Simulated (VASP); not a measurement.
Wanted: the native input for a VASP 6.6.1 run.

```yaml
Task: single point
Functional: r2SCAN
Potentials_or_basis: VASP PAW PBE potentials, release 64 (Pd)
Cutoff: 520 eV
k_mesh: 12 × 12 × 12
Occupations: fermi-dirac, width 0.05 eV
Spin: no spin polarisation
Dipole_correction: no
Further_INCAR_settings: ALGO = Normal; EDIFF = 1e-07; NBANDS = 11
```

The system is Pd.

```xyz
1
Lattice="-1.5547 1.5547 1.5547 1.5547 -1.5547 1.5547 1.5547 1.5547 -1.5547" Properties=species:S:1:pos:R:3 pbc="T T T"
Pd    0.0000    0.0000    0.0000
```

These files were run (other wordings do the same):

POSCAR

```
Pd
1.0
   -1.5546592921      1.5546592921      1.5546592921
    1.5546592921     -1.5546592921      1.5546592921
    1.5546592921      1.5546592921     -1.5546592921
Pd
1
Direct
    0.0000000000      0.0000000000      0.0000000000
```

INCAR.step1

```
  PREC = Accurate
  ENCUT = 520
  ISMEAR = -1
  SIGMA = 0.05
  LREAL = F
  LASPH = T
  NELM = 80
  NBANDS = 11
  GGA = PE
  ALGO = Normal
  EDIFF = 1E-4
  LWAVE = T
  LCHARG = F
```

INCAR.step2

```
  PREC = Accurate
  ENCUT = 520
  EDIFF = 1E-7
  ISMEAR = -1
  SIGMA = 0.05
  LREAL = F
  LASPH = T
  NELM = 80
  ALGO = Normal
  ISIF = 2
  LWAVE = F
  LCHARG = T
  METAGGA = R2SCAN
  LMIXTAU = T
  LELF = T
  LVHAR = T
  NBANDS = 11
  ISTART = 1
```

KPOINTS

```
Automatic mesh
0
Gamma
  12 12 12
```

Potentials or basis: VASP PAW PBE potentials, release 64 (Pd).

Launch:

```bash
$ cat potpaw_PBE.64/Pd/POTCAR > POTCAR
$ cp INCAR.step1 INCAR
$ mpirun -np 1 vasp_std > vasp.out
$ cp INCAR.step2 INCAR
$ mpirun -np 1 vasp_std > vasp.out
```

It gave:

| Item | Value |
| --- | --- |
| Pressure | 0.6 GPa |
| Band gap on the k mesh | zero (band 5 reaches 9.91 eV, above the bottom of band 6 at 8.17 eV) |

Caveat: the PAW data sets were made with another functional, which shifts forces and pressure a little.

It took 28 s on 1 thread of Intel(R) Xeon(R) Platinum 8488C (Sapphire Rapids) (shared host), peak memory 0.13 GiB.
